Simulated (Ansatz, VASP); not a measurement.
# LiCl: VASP beside Ansatz

```
CELL_PARAMETERS angstrom
0.00000 2.62888 2.62888
2.62888 0.00000 2.62888
2.62888 2.62888 0.00000
ATOMIC_POSITIONS crystal
Li 0.00000 0.00000 0.00000
Cl 0.50000 0.50000 0.50000
```

Change from the starting cell: strain +0.025 along x and y, +0.025 along z, atoms carried along.

Alike in both runs: task single point; functional LDA; k mesh 8 × 8 × 8; occupations gaussian, width 0.05 eV; no spin polarisation.

|  | VASP | Ansatz |
| --- | --- | --- |
| version | VASP 6.6.1 | Ansatz 0.2.0 |
| potentials or method | VASP PAW LDA potentials, release 64 (Li_sv, Cl), cutoff 520 eV | scalar-relativistic, plane waves, PAW |
| valence electrons in the cell | 10 | 10 |

|  | VASP | Ansatz | Ansatz less VASP |
| --- | --- | --- | --- |
| gap on the k mesh at the Fermi level (eV) | 5.60 | 5.58 | -0.017 |
| least direct gap on the mesh (eV) | 5.60 | 5.58 | -0.017 |

LDA's correlation is that of Perdew and Zunger in VASP and of Perdew and Wang (1992) in Ansatz.

Noted on VASP's run: the cutoff is short for stress, so the pressure is rough.
